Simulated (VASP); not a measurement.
# Ni2N (P4/mmm) in VASP: further runs

The runs below take Ni2N through single point, with PBE.

All numbers are computed with VASP 6.6.1; they aren't measurements. Logs are shortened: lines on timing, memory, paths and dates and some standing lists are left out, and cuts for length are marked.

### 1 The cell of the first run

It takes space group P4/mmm (No. 123, tetragonal). The conventional cell has a = 3.576 Å, b = 3.576 Å, c = 2.774 Å, α = 90.00°, β = 90.00°, γ = 90.00°. Within 2.4 Å of Ni (site symmetry mmm) lie 2 N at 1.79 Å. N (site symmetry 4/mmm) has 4 Ni at 1.79 Å within 2.4 Å.

The cell was generated, and may not be a known phase.

### 2 Single point, PBE, collinear spin, ferromagnetic start

File INCAR:

```
  PREC = Accurate
  ENCUT = 520
  EDIFF = 1E-6
  ISMEAR = 0
  SIGMA = 0.1
  LREAL = F
  LASPH = T
  NELM = 150
  ALGO = Normal
  ISIF = 2
  LWAVE = F
  LCHARG = F
  ISPIN = 2
  MAGMOM = 2 2 0
  LORBIT = 11
  LMAXMIX = 4
  GGA = PE
  NBANDS = 24
```

File KPOINTS:

```
Automatic mesh
0
Gamma
  6 6 6
```

File POSCAR:

```
Ni2N
1.0
    3.5760489435      0.0000000000      0.0000000000
    0.0000000000      3.5760489435      0.0000000000
    0.0000000000      0.0000000000      2.7741041431
Ni N
2 1
Direct
    0.0000000000      0.5000000000      0.0000000000
    0.5000000000      0.0000000000      0.0000000000
    0.0000000000      0.0000000000      0.0000000000
```

Potentials or basis: VASP PAW PBE potentials, release 64 (Ni, N).

The run is started by

```
$ cat potpaw_PBE.64/Ni/POTCAR potpaw_PBE.64/N/POTCAR > POTCAR
$ mpirun -np 1 vasp_std > vasp.out
```

OUTCAR:

```text
PREC = Accurate
   ENCUT = 520
   EDIFF = 1E-6
   ISMEAR = 0
   LREAL = F
   LASPH = T
   NELM = 150
   ISIF = 2
   ISPIN = 2
   LORBIT = 11
   GGA = PE

 ion  position               nearest neighbor table
   1  0.000  0.500  0.000-   3 1.79   3 1.79   2 2.53   2 2.53   2 2.53   2 2.53
   2  0.500  0.000  0.000-   3 1.79   3 1.79   1 2.53   1 2.53   1 2.53   1 2.53
   3  0.000  0.000  0.000-   1 1.79   2 1.79   1 1.79   2 1.79

  LATTYP: Found a simple tetragonal cell.
 ALAT       =     3.5760489435
 C/A-ratio  =     0.7757455748

  Lattice vectors:

 A1 = (   3.5760489435,   0.0000000000,   0.0000000000)
 A2 = (   0.0000000000,   3.5760489435,   0.0000000000)
 A3 = (   0.0000000000,   0.0000000000,   2.7741041431)

Analysis of symmetry for initial positions (statically):
=====================================================================
 Subroutine PRICEL returns:
 Original cell was already a primitive cell.

 Routine SETGRP: Setting up the symmetry group for a
 simple tetragonal supercell.

 Subroutine GETGRP returns: Found 16 space group operations
 (whereof 16 operations were pure point group operations)
 out of a pool of 16 trial point group operations.

The static configuration has the point symmetry D_4h.

Analysis of symmetry for dynamics (positions and initial velocities):
=====================================================================
 Subroutine PRICEL returns:
 Original cell was already a primitive cell.

 Routine SETGRP: Setting up the symmetry group for a
 simple tetragonal supercell.

 Subroutine GETGRP returns: Found 16 space group operations
 (whereof 16 operations were pure point group operations)
 out of a pool of 16 trial point group operations.

The dynamic configuration has the point symmetry D_4h.

Analysis of structural, dynamic, and magnetic symmetry:
=====================================================================
 Subroutine PRICEL returns:
 Original cell was already a primitive cell.

 Routine SETGRP: Setting up the symmetry group for a
 simple tetragonal supercell.

 Subroutine GETGRP returns: Found 16 space group operations
 (whereof 16 operations were pure point group operations)
 out of a pool of 16 trial point group operations.

The overall configuration has the point symmetry D_4h.

 Subroutine INISYM returns: Found 16 space group operations
 (whereof 16 operations are pure point group operations),
 and found     1 'primitive' translations

----------------------------------------------------------------------------------------

                                     Primitive cell

  volume of cell :      35.4756

  direct lattice vectors                    reciprocal lattice vectors
     3.576048944  0.000000000  0.000000000     0.279638231  0.000000000  0.000000000
     0.000000000  3.576048944  0.000000000     0.000000000  0.279638231  0.000000000
     0.000000000  0.000000000  2.774104143     0.000000000  0.000000000  0.360476734

  length of vectors
     3.576048944  3.576048944  2.774104143     0.279638231  0.279638231  0.360476734

  position of ions in fractional coordinates (direct lattice)
     0.000000000  0.500000000  0.000000000
     0.500000000  0.000000000  0.000000000
     0.000000000  0.000000000  0.000000000

  ion indices of the primitive-cell ions
   primitive index   ion index
                 1           1
                 2           2
                 3           3

----------------------------------------------------------------------------------------

 KPOINTS: Automatic mesh

Automatic generation of k-mesh.
 Grid dimensions read from file:
 generate k-points for:    6    6    6

 Generating k-lattice:

  Cartesian coordinates                     Fractional coordinates (reciprocal lattice)
     0.046606372  0.000000000  0.000000000     0.166666667  0.000000000  0.000000000
     0.000000000  0.046606372  0.000000000     0.000000000  0.166666667  0.000000000
     0.000000000  0.000000000  0.060079456     0.000000000  0.000000000  0.166666667

  Length of vectors
     0.046606372  0.046606372  0.060079456

  Shift w.r.t. Gamma in fractional coordinates (k-lattice)
     0.000000000  0.000000000  0.000000000

 Subroutine IBZKPT returns following result:
 ===========================================

 Found     40 irreducible k-points:

 Following reciprocal coordinates:
            Coordinates               Weight
  0.000000  0.000000  0.000000      1.000000
  0.166667  0.000000  0.000000      4.000000
  0.333333  0.000000  0.000000      4.000000
  0.500000  0.000000  0.000000      2.000000
  0.166667  0.166667  0.000000      4.000000
  0.333333  0.166667  0.000000      8.000000
[... 16 lines left out ...]
  0.333333  0.000000  0.333333      8.000000
  0.500000  0.000000  0.333333      4.000000
 [... further k-points ...]
   k-points           NKPTS =     40   k-points in BZ     NKDIM =     40   number of bands    NBANDS=     24
   number of dos      NEDOS =    301   number of ions     NIONS =      3
   total plane-waves  NPLWV =  18816
   dimension x,y,z NGX =    28 NGY =   28 NGZ =   24
   dimension x,y,z NGXF=    56 NGYF=   56 NGZF=   48
   ions per type =               2   1
   NGX,Y,Z   is equivalent  to a cutoff of  13.02, 13.02, 14.38 a.u.
   NGXF,Y,Z  is equivalent  to a cutoff of  26.03, 26.03, 28.77 a.u.
 SYSTEM =  unknown system
   PREC   = accura    normal or accurate (medium, high low for compatibility)
   ISTART =      0    job   : 0-new  1-cont  2-samecut
   ICHARG =      2    charge: 1-file 2-atom 10-const
   ISPIN  =      2    spin polarized calculation?
   LNONCOLLINEAR =      F non collinear calculations
   LSORBIT =      F    spin-orbit coupling
   LASPH  =      T    aspherical Exc in radial PAW
   ENCUT  =  520.0 eV  38.22 Ry    6.18 a.u.   6.65  6.65  5.16*2*pi/ulx,y,z
   NELM   =    150;   NELMIN=  2; NELMDL= -5     # of ELM steps
   EDIFF  = 0.1E-05   stopping-criterion for ELM
   LREAL  =      F    real-space projection
[... 7 lines left out ...]
   TEBEG  =    0.0;   TEEND  =   0.0 temperature during run
   PSTRESS=    0.0 pullay stress
   NELECT =      25.0000    total number of electrons
   NUPDOWN=      -1.0000    fix difference up-down
   EMIN   =  10.00;   EMAX   =-10.00  energy-range for DOS
   EFERMI =   0.00;   METHOD = LEGACY
   ISMEAR =     0;   SIGMA  =   0.10  broadening in eV -4-tet -1-fermi 0-gaus
   EFERMI_NEDOS =   21; number of points for ismear=-14 and -15
   IALGO  =     38    algorithm
   IMIX   =      4    mixing-type and parameters
     AMIX     =   0.40;   BMIX     =  1.00
     AMIX_MAG =   1.60;   BMIX_MAG =  1.00
  volume/ion in A,a.u.               =      11.83        79.80
  Fermi-wavevector in a.u.,A,eV,Ry     =   1.456839  2.753027 28.876738  2.122380
  Thomas-Fermi vector in A             =   2.573711
   LORBIT       =     11    0 simple, 1 ext, 2 COOP (PROOUT), +10 PAW based schemes
   GGA     = PE    functional components
   LHFCALC =     F    Hartree Fock is set to
   AEXX    =    0.0000 exact exchange contribution
   IVDW    =     0    specifies the selected vdW correction
   LEPSILON=     F    determine dielectric tensor
   LRPA    =     F    only Hartree local field effects (RPA)
 spin polarized calculation
 Gauss-broadening in eV      SIGMA  =   0.10
  energy-cutoff  :      520.00
  volume of cell :       35.48
 maximum number of plane-waves:       979
 NGX is ok and might be reduce to    28
   NGX = 13   NGY = 13   NGZ = 11

 number of electron      25.0000011 magnetization       0.0008554

 Free energy of the ion-electron system (eV)
  ---------------------------------------------------
  ext. energy  EPLUGINS =         0.00000000
  ---------------------------------------------------
  free energy    TOTEN  =       -18.22316757 eV

  energy without entropy =      -18.20792187  energy(sigma->0) =      -18.21554472

 E-fermi :   6.1482     XC(G=0): -11.5976

 val. band max:        6.1481250105   @ k =   0.3333   0.3333   0.5000
 cond. band min:       6.1483398475   @ k =   0.5000   0.1667   0.5000
 fundamental gap:      0.0002148370
 Fermi energy:         6.1481583311

 spin component 1

 k-point     1 :       0.0000    0.0000    0.0000
  band No.  band energies     occupation
      1     -10.6075      1.00000
      2       1.3132      1.00000
      3       1.7815      1.00000
      4       1.7815      1.00000
      5       2.5909      1.00000
      6       3.5402      1.00000
[... 16 lines left out ...]
     23      25.9950      0.00000
     24      25.9950      0.00000

 k-point     2 :       0.1667    0.0000    0.0000
  band No.  band energies     occupation
      1     -10.4475      1.00000
      2       0.6442      1.00000
      3       1.3592      1.00000
      4       1.6155      1.00000
      5       3.0277      1.00000
      6       3.6273      1.00000
[... 586 lines left out ...]
 k-point    24 :       0.5000    0.0000    0.3333
  band No.  band energies     occupation
      1      -9.2972      1.00000
      2      -1.0146      1.00000
      3       0.7368      1.00000
      4       1.0877      1.00000
      5       3.4715      1.00000
      6       3.7735      1.00000
[... 16 lines left out ...]
     23      24.2265      0.00000
     24      26.8687      0.00000

 [... further k-points ...]

 spin component 2

 k-point     1 :       0.0000    0.0000    0.0000
  band No.  band energies     occupation
      1     -10.6071      1.00000
      2       1.3132      1.00000
      3       1.7817      1.00000
      4       1.7817      1.00000
      5       2.5915      1.00000
      6       3.5404      1.00000
[... 16 lines left out ...]
     23      25.9950      0.00000
     24      25.9950      0.00000

 k-point     2 :       0.1667    0.0000    0.0000
  band No.  band energies     occupation
      1     -10.4471      1.00000
      2       0.6444      1.00000
      3       1.3596      1.00000
      4       1.6156      1.00000
      5       3.0282      1.00000
      6       3.6275      1.00000
[... 586 lines left out ...]
 k-point    24 :       0.5000    0.0000    0.3333
  band No.  band energies     occupation
      1      -9.2969      1.00000
      2      -1.0143      1.00000
      3       0.7371      1.00000
      4       1.0881      1.00000
      5       3.4716      1.00000
      6       3.7741      1.00000
[... 16 lines left out ...]
     23      24.2266      0.00000
     24      26.8688      0.00000

 [... further k-points ...]
[... 5 lines left out ...]
  --------------------------------------------------------------------------------------
  -------------------------------------------------------------------------------------
  Total        0.1325805      0.1325805     -0.0701889      0.0000000      0.0000000      0.0000000
  in kB        5.9877052      5.9877052     -3.1699296      0.0000000      0.0000000      0.0000000
  external PRESSURE =       2.9351603 kB  Pullay stress =       0.0000000 kB

 VOLUME and BASIS-vectors are now :
 -----------------------------------------------------------------------------
  energy-cutoff  :      520.00
  volume of cell :       35.48
      direct lattice vectors                 reciprocal lattice vectors
     3.576048944  0.000000000  0.000000000     0.279638231  0.000000000  0.000000000
     0.000000000  3.576048944  0.000000000     0.000000000  0.279638231  0.000000000
     0.000000000  0.000000000  2.774104143     0.000000000  0.000000000  0.360476734

 POSITION                                       TOTAL-FORCE (eV/Angst)
 -----------------------------------------------------------------------------------
      0.00000      1.78802      0.00000         0.000000      0.000000      0.000000
      1.78802      0.00000      0.00000         0.000000      0.000000      0.000000
      0.00000      0.00000      0.00000         0.000000      0.000000      0.000000
 -----------------------------------------------------------------------------------
    total drift:                                0.000000      0.000000     -0.000000

  FREE ENERGIE OF THE ION-ELECTRON SYSTEM (eV)
  ---------------------------------------------------
  free  energy   TOTEN  =       -18.2231675669 eV

  energy  without entropy=      -18.2079218688  energy(sigma->0) =      -18.21554472

 total charge

# of ion       s       p       d       tot
------------------------------------------
    1        0.478   0.574   8.396   9.448
    2        0.478   0.574   8.396   9.448
    3        1.271   2.442   0.000   3.713
--------------------------------------------------
tot          2.226   3.590  16.792  22.608

 magnetization (x)

# of ion       s       p       d       tot
------------------------------------------
    1        0.000   0.000   0.000   0.000
    2        0.000   0.000   0.000   0.000
    3        0.000   0.000   0.000   0.000
--------------------------------------------------
tot          0.000   0.000   0.001   0.001
```

It took 35 s on 1 thread of Intel Xeon 6975P-C (Granite Rapids), shared host; peak memory 0.19 GiB.

What came out:

```
Free energy                                           : -18.2232 eV
Pressure                                              : 0.3 GPa
Net moment                                            : 0.00 μB per cell
Valence electrons inside the program's atomic spheres : Ni 9.45; N 3.71
```

Levels at points of the mesh, in eV from the Fermi level:
Spin up:
| k point | band 10 | band 11 | band 12 | band 13 | band 14 | band 15 |
| --- | --- | --- | --- | --- | --- | --- |
| (0.00, 0.00, 0.00) | -1.22 | -1.13 | -0.77 | -0.77 | -0.59 | 2.91 |
| (0.50, 0.00, 0.00) | -1.35 | -1.00 | -0.91 | -0.09 | 1.08 | 4.12 |
| (0.50, 0.50, 0.00) | -1.20 | -0.49 | -0.48 | 0.62 | 0.62 | 2.02 |
| (0.00, 0.00, 0.50) | -1.20 | -1.20 | -0.57 | -0.27 | -0.24 | 3.58 |
| (0.50, 0.00, 0.50) | -1.28 | -0.53 | -0.15 | 0.06 | 0.49 | 3.09 |
| (0.50, 0.50, 0.50) | -0.41 | -0.41 | 1.00 | 1.91 | 1.91 | 3.16 |
Spin down:
| k point | band 9 | band 10 | band 11 | band 12 | band 13 | band 14 | band 15 | band 16 |
| --- | --- | --- | --- | --- | --- | --- | --- | --- |
| (0.00, 0.00, 0.00) | -1.83 | -1.22 | -1.13 | -0.77 | -0.77 | -0.59 | 2.91 | 7.53 |
| (0.50, 0.00, 0.00) | -1.69 | -1.35 | -1.00 | -0.91 | -0.09 | 1.08 | 4.12 | 5.62 |
| (0.50, 0.50, 0.00) | -1.43 | -1.20 | -0.49 | -0.48 | 0.62 | 0.62 | 2.02 | 8.84 |
| (0.00, 0.00, 0.50) | -1.63 | -1.20 | -1.20 | -0.57 | -0.27 | -0.24 | 3.58 | 5.81 |
| (0.50, 0.00, 0.50) | -1.55 | -1.28 | -0.53 | -0.15 | 0.06 | 0.49 | 3.09 | 6.63 |
| (0.50, 0.50, 0.50) | -0.81 | -0.41 | -0.41 | 1.00 | 1.91 | 1.91 | 3.16 | 3.70 |

Caveat: the k points lie up to 0.38 Å⁻¹ apart; the moments typed at the start vanished in this run.

### 3 Single point, PBE, collinear spin, ferromagnetic start

This run uses another cell than the first one, of 12.00 Å³/atom.

File INCAR:

```
ALGO = Normal ; EDIFF = 1E-7
ENCUT = 520 ; GGA = PE
ISIF = 2 ; ISMEAR = 0
ISPIN = 2 ; LASPH = True
LCHARG = False ; LMAXMIX = 4
LORBIT = 11 ; LREAL = False
LWAVE = False ; MAGMOM = 2 2 0
NBANDS = 24 ; NELM = 150
PREC = Accurate ; SIGMA = 0.1
```

File KPOINTS:

```
k-points
0
Gamma
  6 6 6
```

File POSCAR:

```
Ni2N
1.0
    3.4534602400      0.0000000000      0.0000000000
    0.0000000000      3.4534602400      0.0000000000
    0.0000000000      0.0000000000      3.0176828600
Ni N
2 1
Direct
    0.0000000000      0.5000000000      0.0000000000
    0.5000000000      0.0000000000      0.0000000000
    0.0000000000      0.0000000000      0.0000000000
```

Potentials or basis: VASP PAW PBE potentials, release 64 (Ni, N).

The run is started by

```
$ cat potpaw_PBE.64/Ni/POTCAR potpaw_PBE.64/N/POTCAR > POTCAR
$ mpirun -np 1 vasp_std > vasp.out
```

It took 34 s on 1 thread of Intel Xeon 6975P-C (Granite Rapids), shared host; peak memory 0.19 GiB.

It converged, with:

| Quantity | Value |
| --- | --- |
| Free energy | -18.0366 eV |
| Pressure | 15.5 GPa |
| Net moment | 0.00 μB per cell |
| Valence electrons inside the program's atomic spheres | Ni 9.64; N 3.79 |

Stress tensor (GPa, compression positive):
```
23.11  0.00  0.00
 0.00 23.11  0.00
 0.00  0.00  0.25
```

Levels at points of the mesh, in eV from the Fermi level:
Spin up:
```csv
k point,band 9,band 10,band 11,band 12,band 13,band 14,band 15,band 16
"(0.00, 0.00, 0.00)",-2.18,-2.02,-1.08,-0.86,-0.86,-0.58,3.57,8.82
"(0.50, 0.00, 0.00)",-1.89,-1.40,-1.25,-1.08,0.06,0.96,4.84,6.19
"(0.50, 0.50, 0.00)",-1.82,-1.29,-0.51,-0.18,0.91,0.91,2.09,9.43
"(0.00, 0.00, 0.50)",-1.80,-1.08,-1.08,-0.65,-0.58,-0.37,3.58,5.91
"(0.50, 0.00, 0.50)",-1.44,-1.43,-0.75,0.00,0.13,0.14,3.21,6.89
"(0.50, 0.50, 0.50)",-0.65,-0.58,-0.58,1.44,1.91,1.91,2.46,4.08
```
Spin down:
```
           k point  band 9  band 10  band 11  band 12  band 13  band 14  band 15  band 16
(0.00, 0.00, 0.00)   -2.18    -2.02    -1.08    -0.86    -0.86    -0.58     3.57     8.82
(0.50, 0.00, 0.00)   -1.89    -1.40    -1.25    -1.08     0.06     0.96     4.84     6.19
(0.50, 0.50, 0.00)   -1.82    -1.29    -0.51    -0.18     0.91     0.91     2.09     9.43
(0.00, 0.00, 0.50)   -1.80    -1.08    -1.08    -0.65    -0.58    -0.37     3.58     5.91
(0.50, 0.00, 0.50)   -1.44    -1.43    -0.75     0.00     0.13     0.14     3.21     6.89
(0.50, 0.50, 0.50)   -0.65    -0.58    -0.58     1.44     1.91     1.91     2.46     4.08
```

Caveat: the stress differs along the axes, from 0 to 23 GPa; the moments typed at the start vanished in this run. With open d or f shells a metallic result of PBE can be an artefact of self-interaction; +U or a hybrid may open a gap.

(Continued in part 2 of 2.)
